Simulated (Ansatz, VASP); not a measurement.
**One calculation of Ir, two programs**

File INCAR:

```
SYSTEM = Ir
PREC     = Accurate       ! precision mode
ENCUT    = 520            ! plane-wave cutoff, eV
EDIFF    = 1E-6           ! SCF threshold, eV
ISMEAR   = -1             ! smearing method
SIGMA    = 0.1            ! smearing width, eV
LREAL    = .FALSE.        ! projectors in reciprocal space
LASPH    = .TRUE.         ! aspherical terms in the spheres
NELM     = 100            ! most SCF steps
ALGO     = Normal         ! electronic algorithm
ISIF     = 2              ! what is computed and relaxed
LWAVE    = .FALSE.        ! write WAVECAR
LCHARG   = .FALSE.        ! write CHGCAR
GGA      = PS             ! functional
NBANDS   = 16             ! bands
```

The input KPOINTS:

```
Automatic mesh
0
G
  15 15 8
  0 0 0
```

Contents of POSCAR:

```
Ir
1.0
    2.7897999480      0.0000000000      0.0000000000
   -1.3948999740      2.4160376264      0.0000000000
    0.0000000000      0.0000000000      4.5276939987
Ir
2
Direct
    0.3333333333      0.6666666667      0.2500000000
    0.6666666667      0.3333333333      0.7500000000
```

Input for Ansatz:

```yaml
crystal:
  lattice:
    - [2.789799948, 0.0, 0.0]
    - [-1.394899974, 2.4160376264, 0.0]
    - [0.0, 0.0, 4.5276939987]
  atoms:
    - { symbol: Ir, position: [0.3333333333, 0.6666666667, 0.25] }
    - { symbol: Ir, position: [0.6666666667, 0.3333333333, 0.75] }
hamiltonian:
  xc: pbesol
  pseudopotentials:
    kind: paw
    azcp:
      Ir: "pseudopotentials/Ir.paw.azcp"
basis:
  ecutwfc: 420
  fft_grid_basis: typed
kpoints:
  mp_grid: { grid: [15, 15, 8], shift: [0, 0, 0] }
magnetization:
  spin_polarized: false
scf:
  occupations: { method: fermi_dirac, width: 0.1 }
  lower_state_search: "off"
output:
  stress: true
  write_density: true
  write_potential: true
  elf: true
  volumetric_format: npy
```

Alike in both runs: task single point; functional PBEsol; k mesh 15 × 15 × 8; occupations fermi-dirac, width 0.1 eV; no spin polarisation.

```csv
,VASP,Ansatz
version,VASP 6.6.1,Ansatz 0.2.0
potentials or method,"VASP PAW PBE potentials, release 64 (Ir), cutoff 520 eV","plane waves (420 eV) with PAW, scalar-relativistic"
valence electrons in the cell,18,34
```

Ansatz gave:

- pressure (GPa): -24.2
- traceless stress, the component that is largest in VASP (GPa): -0.52

Estimate VASP's values.

pressure (GPa): -23.7; traceless stress, the component that is largest in VASP (GPa): -0.49.

VASP's potentials were made for PBE, not for PBEsol, and Ansatz warns of the same on its side. VASP's potentials hold 18 valence electrons a cell and Ansatz's 34, so a difference there can come from the potentials and not from the codes.

Neither program's run includes spin-orbit coupling.
